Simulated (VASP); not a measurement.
Sn23O48 (a cell with a defect): relaxation of the atoms with PBEsol

The system is Sn23O48 (a cell with a defect).

```
Sn O
1.0
     9.53809    0.00000    0.00000
     0.00000    9.53809    0.00000
     0.00000    0.00000    9.63630
Sn O
23 48
Direct
  0.99978 0.00005 0.99811
  0.00150 0.00227 0.33087
  0.00019 0.00439 0.66058
  0.99985 0.50296 0.00328
  0.99734 0.50056 0.33243
  0.00380 0.50247 0.67059
  0.49807 0.00296 0.99628
  0.50146 0.99976 0.33532
  0.50087 0.00010 0.66651
  0.50097 0.49758 0.00089
  0.50322 0.49558 0.66715
  0.25012 0.25229 0.16871
  0.25071 0.24720 0.50138
  0.25128 0.25004 0.83014
  0.24851 0.74894 0.16459
  0.24636 0.74865 0.49848
  0.25278 0.75138 0.83418
  0.74978 0.24963 0.16554
  0.75118 0.25233 0.50126
  0.74669 0.25091 0.83747
  0.75103 0.74932 0.16992
  0.74975 0.75043 0.49740
  0.74839 0.75624 0.83138
  0.15290 0.15301 0.00187
  0.15160 0.15112 0.33065
  0.15429 0.15384 0.66965
  0.15277 0.65340 0.00135
  0.15387 0.65549 0.33395
  0.15290 0.65203 0.66561
  0.65226 0.15618 0.00439
  0.65752 0.15308 0.33538
  0.65511 0.15140 0.66636
  0.64960 0.65087 0.99643
  0.65408 0.65582 0.33321
  0.65030 0.65352 0.66806
  0.34737 0.34586 0.00057
  0.34964 0.34729 0.33012
  0.34367 0.34652 0.66773
  0.34577 0.84734 0.00013
  0.34978 0.84820 0.32853
  0.34550 0.84739 0.66871
  0.84673 0.35230 0.99898
  0.84194 0.34601 0.33374
  0.84916 0.34902 0.66987
  0.84473 0.84653 0.99852
  0.85150 0.84831 0.33398
  0.84702 0.84438 0.66735
  0.09326 0.40485 0.16701
  0.09512 0.40129 0.50098
  0.09840 0.40105 0.82933
  0.09642 0.90514 0.16577
  0.09590 0.90097 0.49769
  0.09781 0.90565 0.83539
  0.59576 0.40501 0.16574
  0.59868 0.40214 0.49769
  0.59239 0.40387 0.83305
  0.59634 0.90402 0.16662
  0.59823 0.90321 0.49534
  0.59755 0.90564 0.83334
  0.40511 0.09683 0.16724
  0.40175 0.09425 0.49978
  0.40222 0.09557 0.83483
  0.40213 0.59892 0.16567
  0.40393 0.60108 0.49987
  0.40070 0.59536 0.83423
  0.90197 0.09738 0.16784
  0.90022 0.09625 0.50108
  0.90297 0.09561 0.83433
  0.90363 0.59807 0.16720
  0.90455 0.59477 0.50060
  0.89991 0.59811 0.83212
```

```yaml
Program: VASP 6.6.1
Task: relaxation of the atoms
Functional: PBEsol
Potentials_or_basis: VASP PAW PBE potentials, release 64 (Sn_d, O)
Cutoff: 520 eV
k_mesh: 1 × 1 × 1, shifted
Occupations: fermi-dirac, width 0.05 eV
Spin: no spin polarisation
Dipole_correction: no
Charge: -4
Further_INCAR_settings: LREAL = Auto; ALGO = Normal; EDIFF = 1e-07; ISYM = -1; IBRION = 2; EDIFFG = -0.03; NSW = 100; NELECT = 614.0
```

```json
{"Energy gained by relaxing": "42.1 meV/atom", "Ionic steps": "24", "Largest force after relaxing": "0.022 eV/Å"}
```

Forces on the atoms (eV/Å):
```
Sn   0.008 -0.005 -0.009
Sn   0.009 -0.001 -0.005
Sn   0.004 -0.004  0.007
Sn  -0.005 -0.002 -0.004
Sn  -0.001  0.008  0.003
Sn  -0.002 -0.004 -0.001
Sn  -0.007  0.008  0.004
Sn   0.000  0.003 -0.004
Sn   0.000  0.000 -0.002
Sn  -0.002 -0.004 -0.005
Sn   0.004  0.003  0.007
Sn   0.004 -0.005 -0.001
Sn   0.002  0.000 -0.002
Sn  -0.002  0.001 -0.009
Sn   0.002 -0.012  0.008
Sn   0.006 -0.010 -0.003
Sn   0.009  0.000 -0.002
Sn  -0.005  0.002  0.008
Sn  -0.009  0.011 -0.001
Sn  -0.012  0.008 -0.009
Sn  -0.005 -0.005  0.001
Sn   0.000  0.000 -0.004
Sn   0.003 -0.006  0.005
O   -0.005 -0.001 -0.001
O   -0.006 -0.003  0.000
O   -0.003 -0.002  0.002
O   -0.004 -0.008  0.008
O   -0.003  0.001 -0.006
O   -0.003 -0.004 -0.004
O   -0.002  0.000  0.004
O    0.002 -0.017  0.001
O   -0.009  0.004  0.002
O    0.000  0.007 -0.011
O    0.005  0.001  0.008
O    0.001  0.010 -0.002
O   -0.008 -0.009 -0.004
O    0.006  0.002  0.000
O   -0.001 -0.010  0.006
O    0.003 -0.001  0.000
O   -0.001  0.011  0.003
O    0.003  0.002 -0.006
O    0.004  0.008  0.009
O    0.011  0.000 -0.003
O   -0.002  0.005 -0.007
O    0.003  0.007 -0.010
O    0.003 -0.003  0.006
O    0.002  0.002  0.006
O   -0.001  0.004 -0.002
O   -0.003  0.004  0.001
O    0.007  0.007  0.007
O    0.000  0.003 -0.005
O   -0.004  0.001 -0.004
O   -0.005  0.009  0.004
O    0.006 -0.003  0.002
O    0.013 -0.016 -0.003
O    0.003 -0.013  0.002
O   -0.006 -0.001 -0.007
O    0.001 -0.002  0.005
O   -0.002 -0.014 -0.002
O    0.007  0.004  0.001
O    0.005  0.003  0.002
O    0.005  0.009  0.001
O   -0.004  0.010  0.004
O   -0.016  0.013 -0.005
O   -0.007  0.008  0.002
O   -0.002  0.009 -0.004
O    0.008 -0.002 -0.001
O    0.004 -0.006  0.006
O    0.002 -0.005 -0.002
O   -0.002 -0.008  0.007
O   -0.008 -0.001  0.006
```

The path:
```tsv
step	energy change (eV)	largest force (eV/Å)	pressure (GPa)
1	0.0000	4.4679	10.61
2	-0.4998	4.4808	11.73
3	-2.5555	0.8619	10.19
4	-2.7836	0.8924	10.17
5	-2.7918	0.6965	10.15
6	-2.8746	0.3264	10.13
7	-2.8750	0.3394	10.13
8	-2.9161	0.1766	10.17
9	-2.9205	0.2910	10.20
10	-2.9471	0.2894	10.26
11	-2.9481	0.3717	10.28
12	-2.9657	0.1912	10.33
13	-2.9657	0.1811	10.33
14	-2.9750	0.1422	10.32
15	-2.9750	0.1311	10.32
16	-2.9801	0.1144	10.31
17	-2.9801	0.1216	10.31
18	-2.9844	0.0610	10.28
19	-2.9845	0.0835	10.28
20	-2.9869	0.0472	10.27
21	-2.9869	0.0484	10.27
22	-2.9879	0.0414	10.27
23	-2.9879	0.0385	10.27
24	-2.9884	0.0216	10.26
```

Final structure:
```xyz
71
Lattice="9.5381 0.0000 0.0000 0.0000 9.5381 0.0000 0.0000 0.0000 9.6363" Properties=species:S:1:pos:R:3 pbc="T T T"
Sn    9.5361    0.0045    0.0083
Sn    9.5359    0.0044    3.2122
Sn    9.5357    0.0042    6.4147
Sn    9.5369    4.7732    9.6317
Sn    9.5377    4.7717    3.2108
Sn    9.5364    4.7733    6.4259
Sn    4.7684    0.0031    9.6325
Sn    4.7677    0.0039    3.2114
Sn    4.7673    0.0039    6.4265
Sn    4.7690    4.7751    0.0840
Sn    4.7661    4.7727    6.3386
Sn    2.4324    2.4373    1.6451
Sn    2.4311    2.4363    4.7796
Sn    2.3759    2.3806    8.0310
Sn    2.4155    7.1259    1.5985
Sn    2.4156    7.1249    4.8236
Sn    2.4038    7.1362    8.0294
Sn    7.1201    2.4220    1.5983
Sn    7.1186    2.4215    4.8238
Sn    7.1304    2.4101    8.0294
Sn    7.1050    7.1095    1.6440
Sn    7.1024    7.1076    4.7773
Sn    7.1605    7.1662    8.0284
O     1.4636    1.4686    0.0208
O     1.4266    1.4322    3.2118
O     1.4632    1.4682    6.4042
O     1.3731    6.2928    9.6029
O     1.3962    6.2812    3.2116
O     1.3723    6.2931    6.4553
O     6.2857    1.3797    9.6033
O     6.2742    1.4041    3.2109
O     6.2881    1.3768    6.4554
O     6.2483    6.2526    9.6142
O     6.2533    6.2609    3.2087
O     6.2473    6.2503    6.4440
O     3.2902    3.2948    9.6158
O     3.2791    3.2861    3.2132
O     3.2872    3.2947    6.4451
O     3.2474    8.1687    9.6029
O     3.2601    8.1434    3.2110
O     3.2490    8.1665    6.4560
O     8.1639    3.2521    9.6022
O     8.1388    3.2644    3.2115
O     8.1617    3.2540    6.4556
O     8.0726    8.0770    0.0196
O     8.1075    8.1149    3.2111
O     8.0714    8.0772    6.4009
O     0.9179    3.8598    1.5932
O     0.9171    3.8595    4.8290
O     0.9495    3.8727    8.0287
O     0.9337    8.6057    1.5945
O     0.9352    8.6068    4.8294
O     0.9161    8.6225    8.0293
O     5.7520    3.7934    1.4799
O     5.7473    3.7901    4.9423
O     5.6835    3.8598    8.0292
O     5.6818    8.6241    1.5943
O     5.6795    8.6225    4.8285
O     5.6682    8.5918    8.0294
O     3.8539    0.9217    1.5939
O     3.8537    0.9218    4.8288
O     3.8677    0.9544    8.0296
O     3.7854    5.7558    1.4800
O     3.7856    5.7544    4.9415
O     3.8524    5.6881    8.0294
O     8.5994    0.9390    1.5941
O     8.5990    0.9402    4.8293
O     8.6169    0.9225    8.0294
O     8.6185    5.6855    1.5938
O     8.6177    5.6859    4.8270
O     8.5862    5.6732    8.0287
```

Levels at points of the mesh, in eV from the Fermi level:
```tsv
k point	band 304	band 305	band 306	band 307	band 308	band 309	band 310	band 311
(0.25, 0.25, 0.25)	-1.07	-1.05	-0.92	-0.89	0.87	2.22	2.42	2.49
```

Run time: 46 min on 8 MPI ranks on AMD EPYC 7R43 64-Core Processor (Zen 3), on a shared host, peak memory 0.26 GiB a rank.

Caveat: the cell carries a net charge on a neutralising background, which shifts energy and pressure; the cell is charged against a uniform background, so pressure and absolute levels hang on convention; the PAW data sets were made with another functional, which shifts forces and pressure a little; spin-orbit coupling is left out, which moves the levels of the heavy elements.
